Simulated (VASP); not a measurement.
# WC3 (P6mm) in VASP: notebook, part 2 of 2

VASP 6.6.1. The steps go on from the part before.

**3. Relaxation of cell and atoms, PBE**

This run uses another cell than the first one, of 12.45 Å³/atom.

The input, INCAR:

```
SYSTEM = WC3
PREC = Accurate
ENCUT = 600
EDIFF = 1E-7
ISMEAR = 0
SIGMA = 0.1
LREAL = .False.
LASPH = .True.
NELM = 60
ALGO = Normal
ISIF = 3
LWAVE = .False.
LCHARG = .False.
GGA = PE
IBRION = 2
NSW = 90
EDIFFG = -0.04
```

The input, KPOINTS:

```
Automatic mesh
0
Gamma
  6 6 4
  0 0 0
```

The input, POSCAR:

```
WC3
1.0
    2.9674293300      0.0000000000      0.0000000000
   -1.4837146600      2.5698691800      0.0000000000
    0.0000000000      0.0000000000      6.5285262000
W C
1 3
Direct
    0.0000000000      0.0000000000      0.7357089400
    0.0000000000      0.0000000000      0.1806462600
    0.3333333300      0.6666666700      0.9124668000
    0.6666666700      0.3333333300      0.9124668000
```

Potentials or basis: VASP PAW PBE potentials, release 64 (W_sv, C).

On the command line:

```sh
$ cat potpaw_PBE.64/W_sv/POTCAR potpaw_PBE.64/C/POTCAR > POTCAR
$ mpirun -np 1 vasp_std > vasp.out
```

OUTCAR:

```text
SYSTEM = WC3
   PREC = Accurate
   ENCUT = 600
   EDIFF = 1E-7
   ISMEAR = 0
   LREAL = .False.
   LASPH = .True.
   NELM = 60
   ISIF = 3
   GGA = PE
   IBRION = 2
   NSW = 90
   EDIFFG = -0.04

 ion  position               nearest neighbor table
   1  0.000  0.000  0.736-   3 2.07   4 2.07   3 2.07   4 2.07   4 2.07   3 2.07
   2  0.000  0.000  0.181-
   3  0.333  0.667  0.912-   4 1.71   4 1.71   4 1.71   1 2.07   1 2.07   1 2.07
   4  0.667  0.333  0.912-   3 1.71   3 1.71   3 1.71   1 2.07   1 2.07   1 2.07

  LATTYP: Found a hexagonal cell.
 ALAT       =     2.9674293300
 C/A-ratio  =     2.2000612227

  Lattice vectors:

 A1 = (   2.9674293300,   0.0000000000,   0.0000000000)
 A2 = (  -1.4837146600,   2.5698691800,   0.0000000000)
 A3 = (   0.0000000000,   0.0000000000,   6.5285262000)

Analysis of symmetry for initial positions (statically):
=====================================================================
 Subroutine PRICEL returns:
 Original cell was already a primitive cell.

 Routine SETGRP: Setting up the symmetry group for a
 hexagonal supercell.

 Subroutine GETGRP returns: Found 12 space group operations
 (whereof 12 operations were pure point group operations)
 out of a pool of 24 trial point group operations.

The static configuration has the point symmetry C_6v.

Analysis of symmetry for dynamics (positions and initial velocities):
=====================================================================
 Subroutine PRICEL returns:
 Original cell was already a primitive cell.

 Routine SETGRP: Setting up the symmetry group for a
 hexagonal supercell.

 Subroutine GETGRP returns: Found 12 space group operations
 (whereof 12 operations were pure point group operations)
 out of a pool of 24 trial point group operations.

The dynamic configuration has the point symmetry C_6v.

 Subroutine INISYM returns: Found 12 space group operations
 (whereof 12 operations are pure point group operations),
 and found     1 'primitive' translations

----------------------------------------------------------------------------------------

                                     Primitive cell

  volume of cell :      49.7859

  direct lattice vectors                    reciprocal lattice vectors
     2.967429330  0.000000000  0.000000000     0.336992019  0.194562432  0.000000000
    -1.483714660  2.569869180  0.000000000     0.000000000  0.389124866  0.000000000
     0.000000000  0.000000000  6.528526200     0.000000000  0.000000000  0.153173928

  length of vectors
     2.967429330  2.967429324  6.528526200     0.389124865  0.389124866  0.153173928

  position of ions in fractional coordinates (direct lattice)
     0.000000000  0.000000000  0.735708940
     0.000000000  0.000000000  0.180646260
     0.333333330  0.666666670  0.912466800
     0.666666670  0.333333330  0.912466800

  ion indices of the primitive-cell ions
   primitive index   ion index
                 1           1
                 2           2
                 3           3
                 4           4

----------------------------------------------------------------------------------------

 KPOINTS: Automatic mesh

Automatic generation of k-mesh.
 Grid dimensions read from file:
 generate k-points for:    6    6    4

[... 48 lines left out ...]
   NGXF,Y,Z  is equivalent  to a cutoff of  26.89, 26.89, 27.50 a.u.
 SYSTEM =  WC3
   PREC   = accura    normal or accurate (medium, high low for compatibility)
   ISTART =      0    job   : 0-new  1-cont  2-samecut
   ICHARG =      2    charge: 1-file 2-atom 10-const
   ISPIN  =      1    spin polarized calculation?
   LNONCOLLINEAR =      F non collinear calculations
   LSORBIT =      F    spin-orbit coupling
   LASPH  =      T    aspherical Exc in radial PAW
   ENCUT  =  600.0 eV  44.10 Ry    6.64 a.u.   5.93  5.93 13.04*2*pi/ulx,y,z
   NELM   =     60;   NELMIN=  2; NELMDL= -5     # of ELM steps
   EDIFF  = 0.1E-06   stopping-criterion for ELM
   LREAL  =      F    real-space projection
   EDIFFG = -.4E-01   stopping-criterion for IOM
   NSW    =     90    number of steps for IOM
   IBRION =      2    ionic relax: 0-MD 1-quasi-New 2-CG
   NFREE  =      1    steps in history (QN), initial steepest desc. (CG)
   ISIF   =      3    stress and relaxation
   ISYM   =      2    0-nonsym 1-usesym 2-fastsym
   POTIM  = 0.5000    time-step for ionic-motion
   TEBEG  =    0.0;   TEEND  =   0.0 temperature during run
   PSTRESS=    0.0 pullay stress
   NELECT =      26.0000    total number of electrons
   NUPDOWN=      -1.0000    fix difference up-down
   EMIN   =  10.00;   EMAX   =-10.00  energy-range for DOS
   EFERMI =   0.00;   METHOD = LEGACY
   ISMEAR =     0;   SIGMA  =   0.10  broadening in eV -4-tet -1-fermi 0-gaus
   EFERMI_NEDOS =   21; number of points for ismear=-14 and -15
   IALGO  =     38    algorithm
   IMIX   =      4    mixing-type and parameters
     AMIX     =   0.40;   BMIX     =  1.00
     AMIX_MAG =   1.60;   BMIX_MAG =  1.00
  volume/ion in A,a.u.               =      12.45        83.99
  Fermi-wavevector in a.u.,A,eV,Ry     =   1.318349  2.491319 23.647529  1.738044
  Thomas-Fermi vector in A             =   2.448325
   LORBIT       =      0    0 simple, 1 ext, 2 COOP (PROOUT), +10 PAW based schemes
   GGA     = PE    functional components
   LHFCALC =     F    Hartree Fock is set to
   AEXX    =    0.0000 exact exchange contribution
   IVDW    =     0    specifies the selected vdW correction
   LEPSILON=     F    determine dielectric tensor
   LRPA    =     F    only Hartree local field effects (RPA)
 conjugate gradient relaxation of ions
 non-spin polarized calculation
 Gauss-broadening in eV      SIGMA  =   0.10
  energy-cutoff  :      600.00
  volume of cell :       49.79
 maximum number of plane-waves:      1676
 NGX is ok and might be reduce to    24
   NGX = 11   NGY = 11   NGZ = 27

--------------------------------------- Ionic step        1  -------------------------------------------

 number of electron      26.0000002 magnetization

 Free energy of the ion-electron system (eV)
  ---------------------------------------------------
  ext. energy  EPLUGINS =         0.00000000
  ---------------------------------------------------
  free energy    TOTEN  =       -26.04100597 eV

  energy without entropy =      -26.03062844  energy(sigma->0) =      -26.03581720

------------------------ aborting loop because EDIFF is reached ----------------------------------------

  FORCE on cell =-STRESS in cart. coord.  units (eV):
  Direction    XX          YY          ZZ          XY          YZ          ZX
  --------------------------------------------------------------------------------------
  -------------------------------------------------------------------------------------
  Total        4.9209455      4.9209455      3.3378722      0.0000000     -0.0000000     -0.0000000
  in kB      158.3625850    158.3625845    107.4171759      0.0000003     -0.0000000     -0.0000000
  external PRESSURE =     141.3807818 kB  Pullay stress =       0.0000000 kB
[... 95 lines left out ...]
  FREE ENERGIE OF THE ION-ELECTRON SYSTEM (eV)
  ---------------------------------------------------
  free  energy   TOTEN  =       -26.7776913566 eV

  energy  without entropy=      -26.7548513710  energy(sigma->0) =      -26.76627136

 E-fermi :  10.8190     XC(G=0): -13.0809

 val. band max:       10.7293355592   @ k =   0.1667   0.0000   0.2500
 cond. band min:      10.8191493791   @ k =   0.1667   0.0000   0.0000
 fundamental gap:      0.0898138199
 Fermi energy:        10.8189918653

 k-point     1 :       0.0000    0.0000    0.0000
  band No.  band energies     occupation
      1     -64.0011      2.00000
      2     -28.3696      2.00000
      3     -26.4087      2.00000
      4     -26.4087      2.00000
      5     -12.9873      2.00000
      6      -4.0023      2.00000
[... 397 lines left out ...]
      4     -27.6257      2.00000
      5      -5.0552      2.00000
      6      -5.0552      2.00000
[... 9 lines left out ...]
     16      12.5038      0.00000
     17      13.0458      0.00000

[... ionic steps 4 to 35 ...]

--------------------------------------- Ionic step       36  -------------------------------------------

 number of electron      26.0000002 magnetization

------------------------ aborting loop because EDIFF is reached ----------------------------------------
[... 71 lines left out ...]
--------------------------------------- Ionic step       38  -------------------------------------------

 number of electron      26.0000006 magnetization

 Free energy of the ion-electron system (eV)
  ---------------------------------------------------
  ext. energy  EPLUGINS =         0.00000000
  ---------------------------------------------------
  free energy    TOTEN  =       -33.86272982 eV

  energy without entropy =      -33.84042509  energy(sigma->0) =      -33.85157745

 E-fermi :   4.6793     XC(G=0): -10.6932

 val. band max:        4.6107255025   @ k =   0.3333  -0.0000   0.5000
 cond. band min:       4.6856172071   @ k =   0.0000   0.0000   0.2500
 fundamental gap:      0.0748917046
 Fermi energy:         4.6792954080

 k-point     1 :       0.0000    0.0000    0.0000
  band No.  band energies     occupation
      1     -68.7862      2.00000
      2     -33.1837      2.00000
      3     -31.8706      2.00000
      4     -31.8706      2.00000
      5     -13.9996      2.00000
      6      -7.1875      2.00000
[... 440 lines left out ...]
  FREE ENERGIE OF THE ION-ELECTRON SYSTEM (eV)
  ---------------------------------------------------
  free  energy   TOTEN  =       -33.8627298198 eV

  energy  without entropy=      -33.8404250857  energy(sigma->0) =      -33.85157745

 reached required accuracy - stopping structural energy minimisation
```

OSZICAR:

```text
N       E                     dE             d eps       ncg     rms          rms(c)
DAV:   1     0.219620471065E+03    0.21962E+03   -0.16722E+04   754   0.173E+03
DAV:   2    -0.180653365561E+02   -0.23769E+03   -0.23526E+03   884   0.427E+02
DAV:   3    -0.287407993890E+02   -0.10675E+02   -0.10288E+02   937   0.815E+01
[... 484 lines left out ...]
DAV:   5    -0.338627283109E+02    0.75487E-04   -0.38402E-04   942   0.759E-02    0.642E-02
DAV:   6    -0.338627328852E+02   -0.45743E-05   -0.54357E-05   752   0.461E-02    0.155E-02
DAV:   7    -0.338627301449E+02    0.27403E-05   -0.13200E-05   768   0.330E-02    0.355E-03
DAV:   8    -0.338627298057E+02    0.33918E-06   -0.25588E-06   765   0.112E-02    0.149E-03
DAV:   9    -0.338627298198E+02   -0.14091E-07   -0.14769E-07   608   0.301E-03
  38 F= -.33862730E+02 E0= -.33851577E+02  d E =-.165592E-02
```

It took 12 min on 1 thread of Intel Xeon 8259CL, shared host; peak memory 0.21 GiB.

What came out:

| Item | Value |
| --- | --- |
| Free energy | -33.8627 eV |
| Relaxed volume | 12.76 Å³/atom |
| Relaxed cell | a = 2.551 Å, b = 2.551 Å, c = 9.061 Å, α = 90.00°, β = 90.00°, γ = 120.00° |
| Space group after relaxing (to 0.1 Å) | P6mm (No. 183) |
| Energy gained by relaxing | 1955.4 meV/atom |
| Ionic steps | 38 |
| Pressure after relaxing | -0.1 GPa |
| Largest force after relaxing | 0.024 eV/Å |
| Band gap on the k mesh | zero (bands 13 and 14 overlap by 0.16 eV) |

Forces in eV/Å, atoms in the order of the input:
```
W    0.000  0.000  0.012
C    0.000  0.000 -0.024
C    0.000  0.000  0.006
C    0.000  0.000  0.006
```

Step by step:
```
step  energy change (eV)  largest force (eV/Å)  pressure (GPa)  volume (Å³)
   1              0.0000                6.1166           14.14        49.79
   2              0.0139                1.4706          -29.99        58.12
   3             -0.7367                1.8569          -14.83        53.47
   4             -1.8996                1.9448          -17.10        48.41
   5             -2.7300                6.6345           72.71        34.54
   6             -3.5653                4.1831           -1.24        41.85
   7             -3.6640                6.1201           32.70        37.39
   8             -3.7950                5.2229           14.35        39.36
   9             -4.3600                4.8515           20.35        38.62
  10             -4.6535                4.7903           30.05        37.89
  11             -4.7902                5.0773           64.21        36.33
  12             -5.1442                4.4867           63.59        36.80
  13             -5.6865                1.2188           67.04        38.20
  14             -6.2956                0.9625           49.46        39.73
  15             -7.2426                1.4416           11.31        44.55
  16             -7.3302                1.7612            1.69        46.37
  17             -7.3353                1.8520           -0.79        46.91
  18             -7.3682                1.8092           -0.52        47.03
  19             -7.4630                1.5629            0.23        47.40
  20             -7.6055                0.6252            1.78        48.13
  21             -7.5641                3.1045            8.50        49.58
  22             -7.6496                1.0889            3.83        48.69
  23             -7.7107                0.7077            1.79        49.57
  24             -7.7851                0.1822           -2.38        51.86
  25             -7.7876                0.2348           -3.06        52.31
  26             -7.7993                0.1012            0.29        51.83
  27             -7.7994                0.0925            0.05        51.86
  28             -7.8003                0.0988            0.05        51.85
  29             -7.8028                0.1180            0.07        51.80
  30             -7.8070                0.1556            0.13        51.70
  31             -7.8127                0.2335            0.27        51.50
  32             -7.8133                0.4159            0.71        51.11
  33             -7.8148                0.3265            0.49        51.29
  34             -7.8158                0.2957            0.31        51.30
  35             -7.8182                0.2045           -0.18        51.33
  36             -7.8201                0.0335           -1.15        51.39
  37             -7.8213                0.0270           -0.62        51.21
  38             -7.8217                0.0242           -0.12        51.05
```

Final structure:
```xyz
4
Lattice="2.5505 0.0000 0.0000 -1.2753 2.2088 0.0000 0.0000 0.0000 9.0609" Properties=species:S:1:pos:R:3 pbc="T T T"
W     2.5505    0.0000    4.7878
C     0.0000    0.0000    2.7471
C     0.0000    1.4725    8.6518
C     1.2753    0.7363    8.6518
```

Caveat: the k points lie up to 0.47 Å⁻¹ apart in the final cell; a cell axis changed by over 15 % at a fixed basis, so the end point is rough; spin-orbit coupling is left out, which moves the levels of the heavy elements.
